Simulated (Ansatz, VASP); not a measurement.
## One calculation of AlN, two programs

File INCAR:

```
  PREC = Accurate
  ENCUT = 520
  EDIFF = 1E-6
  ISMEAR = 0
  SIGMA = 0.05
  LREAL = F
  LASPH = T
  NELM = 80
  ALGO = Normal
  ISIF = 2
  LWAVE = F
  LCHARG = F
  GGA = PS
  NBANDS = 16
```

KPOINTS

```
regular mesh
0
Gamma
  12 12 6
```

File POSCAR:

```
AlN
1.0
    3.3121157418      0.0930704523      0.0000000000
   -1.5754564948      2.8218411465      0.0000000000
    0.0000000000      0.0000000000      4.1875630000
Al N
2 2
Direct
    0.3333333333      0.6666666667      0.7500000000
    0.6666666667      0.3333333333      0.2500000000
    0.3333333333      0.6666666667      0.2500000000
    0.6666666667      0.3333333333      0.7500000000
```

Input for Ansatz:

```yaml
crystal:
  lattice:
    - [3.3121157418, 0.0930704523, 0.0]
    - [-1.5754564948, 2.8218411465, 0.0]
    - [0.0, 0.0, 4.187563]
  atoms:
    - { symbol: Al, position: [0.3333333333, 0.6666666667, 0.75] }
    - { symbol: Al, position: [0.6666666667, 0.3333333333, 0.25] }
    - { symbol: "N", position: [0.3333333333, 0.6666666667, 0.25] }
    - { symbol: "N", position: [0.6666666667, 0.3333333333, 0.75] }
basis:
  ecutwfc: 420
kpoints:
  mp_grid: { grid: [12, 12, 6] }
hamiltonian:
  xc: pbesol
scf:
  occupations: { method: gaussian, width: 0.05 }
output:
  forces: true
  stress: true
  eigenvalues: true
```

Change from the starting cell: strain +0.0562 x Voigt [0, 0, 0, 0, 0, 1], atoms carried along.

Alike in both runs: task single point; functional PBEsol; k mesh 12 × 12 × 6; occupations gaussian, width 0.05 eV; no spin polarisation.

|  | VASP | Ansatz |
| --- | --- | --- |
| version | VASP 6.6.1 | Ansatz 0.2.0 |
| potentials or method | VASP PAW PBE potentials, release 64 (Al, N), cutoff 520 eV | scalar-relativistic, plane waves, PAW |
| valence electrons in the cell | 16 | 16 |

```csv
,VASP,Ansatz,Ansatz less VASP
gap on the k mesh at the Fermi level (eV),3.17,3.15,-0.013
least direct gap on the mesh (eV),3.17,3.15,-0.013
pressure (GPa),-3.0,-2.9,+0.11
"traceless stress, the component that is largest in VASP (GPa)",-9.33,-9.22,+0.102
rms of the force components (eV/Å),0.399,0.393,-0.0056
```

VASP's potentials were made for PBE, not for PBEsol. Atom by atom the forces differ by 0.006 eV/Å (rms over components).
